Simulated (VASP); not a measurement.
Here is a VASP 6.6.1 calculation.

The input INCAR:

```
ALGO = Normal
EDIFF = 1E-7
ENCUT = 520
ISIF = 2
ISMEAR = -1
LASPH = T
LCHARG = T
LELF = T
LREAL = F
LVHAR = T
LWAVE = F
NBANDS = 20
NELM = 100
PREC = Accurate
SIGMA = 0.05
```

The input KPOINTS:

```
k-points
0
Gamma
  9 9 2
```

The input POSCAR:

```
Te2Mo
1.0
    3.4875546084      0.0000000000      0.0000000000
   -1.7437773042      3.0203108879      0.0000000000
    0.0000000000      0.0000000000     17.1663236088
Te Mo
2 1
Direct
    0.3333333333      0.6666666667      0.1021445500
    0.3333333333      0.6666666667      0.8978554500
    0.0000000000      0.0000000000      0.0000000000
```

Potentials or basis: VASP PAW LDA potentials, release 64 (Te, Mo_sv).

Launch:

```bash
$ cat potpaw_LDA.64/Te/POTCAR potpaw_LDA.64/Mo_sv/POTCAR > POTCAR
$ mpirun -np 1 vasp_std > vasp.out
```

Problem. What does it give for the band gap on the k mesh?

Solution. 1.14 eV, direct.

Problem. What does it give for the largest force?

Solution. 0.570 eV/Å.

Forces on the atoms (eV/Å):
```
Te   0.000  0.000  0.570
Te   0.000  0.000 -0.570
Mo   0.000  0.000  0.000
```

Caveat: spin-orbit coupling is left out, which moves the levels of the heavy elements.
